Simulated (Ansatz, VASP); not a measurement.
LiBe4: VASP beside Ansatz

```
CELL_PARAMETERS angstrom
3.52887 0.00000 0.00000
0.00000 3.52887 0.00000
0.00000 0.00000 3.52887
ATOMIC_POSITIONS crystal
Li 0.50000 0.50000 0.50000
Be 0.00000 0.50000 0.50000
Be 0.50000 0.00000 0.50000
Be 0.50000 0.50000 0.00000
Be 0.00000 0.00000 0.00000
```

Alike in both runs: task relaxation of cell and atoms; functional PBE; k mesh 5 × 5 × 5; occupations gaussian, width 0.2 eV; no spin polarisation.

|  | VASP | Ansatz |
| --- | --- | --- |
| version | VASP 6.6.1 | Ansatz 0.2.0 |
| potentials or method | VASP PAW PBE potentials, release 64 (Li_sv, Be), cutoff 750 eV | scalar-relativistic, plane waves, PAW |
| valence electrons in the cell | 11 | 11 |

```tsv
	VASP	Ansatz	Ansatz less VASP
gap on the k mesh at the Fermi level, each at its own relaxed structure (eV)	none	none	-
relaxed volume (Å³/atom)	10.81	10.82	+0.020
relaxed length of the cell vector where the two differ most in proportion (Å)	3.780	3.783	+0.0023
```

A gap of «none» marks a metal or a gap that the smearing closes.

Noted on VASP's run: the volume moved by over 15 % at a fixed basis, so the end points are rough.
